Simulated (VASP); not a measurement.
Write the native input for VASP 6.6.1 that does the following.

- Task: single point
- Functional: r2SCAN
- Potentials or basis: VASP PAW PBE potentials, release 64 (In_d, Pd)
- Cutoff: 520 eV
- k mesh: 16 × 16 × 16
- Occupations: gaussian, width 0.15 eV
- Spin: no spin polarisation
- Dipole correction: no
- Further INCAR settings: ALGO = Normal; EDIFF = 1e-06; NBANDS = 18

Crystal: InPd.

```xyz
2
Lattice="3.4353 -0.6871 -0.6871 -0.6871 3.4353 -0.6871 -0.6871 -0.6871 3.4353" Properties=species:S:1:pos:R:3 pbc="T T T"
In    0.0000    0.0000    0.0000
Pd    1.0306    1.0306    1.0306
```

This cell differs from its parent crystal: ratio of the length along [111] to the lengths across it x 0.5, volume and fractional coordinates fixed.

These files were run (other wordings do the same):

POSCAR

```
InPd
1.0
    3.4352637560     -0.6870527512     -0.6870527512
   -0.6870527512      3.4352637560     -0.6870527512
   -0.6870527512     -0.6870527512      3.4352637560
In Pd
1 1
Direct
    0.0000000000      0.0000000000      0.0000000000
    0.5000000000      0.5000000000      0.5000000000
```

INCAR.step1

```
ALGO = Normal
EDIFF = 1E-4
ENCUT = 520
GGA = PE
ISMEAR = 0
LASPH = True
LCHARG = False
LREAL = False
LWAVE = True
NBANDS = 18
NELM = 100
PREC = Accurate
SIGMA = 0.15
```

INCAR.step2

```
ALGO = Normal
EDIFF = 1E-6
ENCUT = 520
ISIF = 2
ISMEAR = 0
ISTART = 1
LASPH = True
LCHARG = True
LELF = True
LMIXTAU = True
LREAL = False
LVHAR = True
LWAVE = False
METAGGA = R2SCAN
NBANDS = 18
NELM = 100
PREC = Accurate
SIGMA = 0.15
```

KPOINTS

```
k-points
0
Gamma
  16 16 16
```

Potentials or basis: VASP PAW PBE potentials, release 64 (In_d, Pd).

Launch:

```bash
$ cat potpaw_PBE.64/In_d/POTCAR potpaw_PBE.64/Pd/POTCAR > POTCAR
$ cp INCAR.step1 INCAR
$ mpirun -np 1 vasp_std > vasp.out
$ cp INCAR.step2 INCAR
$ mpirun -np 1 vasp_std > vasp.out
```

Results of the run:

The pressure is 166.0 GPa.

Caveat: the PAW data sets were made with another functional, which shifts forces and pressure a little.

Wall time 8.6 min on 1 thread of Intel(R) Xeon(R) Platinum 8488C (Sapphire Rapids), on a shared host, peak memory 0.39 GiB.
